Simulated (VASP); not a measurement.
Crystal: Re.

```
CELL_PARAMETERS angstrom
2.76080 0.00000 0.00000
-1.38040 2.39092 0.00000
0.00000 0.00000 4.45820
ATOMIC_POSITIONS crystal
Re 0.33333 0.66667 0.25000
Re 0.66667 0.33333 0.75000
```

| Quantity | Value |
| --- | --- |
| Program | VASP 6.6.1 |
| Task | relaxation of volume and atoms at fixed shape |
| Functional | PBEsol |
| Potentials or basis | VASP PAW PBE potentials, release 64 (Re) |
| Cutoff | 600 eV |
| k mesh | 17 × 17 × 9 |
| Occupations | gaussian, width 0.05 eV |
| Spin | no spin polarisation |

At the start: pressure -4.2 GPa; volume 14.71 Å³/atom.

**Question.** How do energy, volume and symmetry change on relaxing?

**Answer.** Over 3 steps the energy falls by 2.1 meV/atom and the volume is 14.56 Å³/atom (-1.0 %); space group P6_3/mmc (No. 194, to 0.1 Å) before and after.

Step by step:
| step | energy change (eV) | largest force (eV/Å) | pressure (GPa) | volume (Å³) |
| --- | --- | --- | --- | --- |
| 1 | 0.0000 | 0.0000 | -4.16 | 29.43 |
| 2 | 0.0729 | 0.0000 | 20.00 | 27.83 |
| 3 | -0.0041 | 0.0000 | -0.09 | 29.12 |

Final structure:
```
Re
1.0
     2.75123    0.00000    0.00000
    -1.37562    2.38264    0.00000
     0.00000    0.00000    4.44275
Re
2
Cartesian
  0.0000 1.5884 1.1107
  1.3756 0.7942 3.3321
```

Caveat: the PAW data sets were made with another functional, which shifts forces and pressure a little.
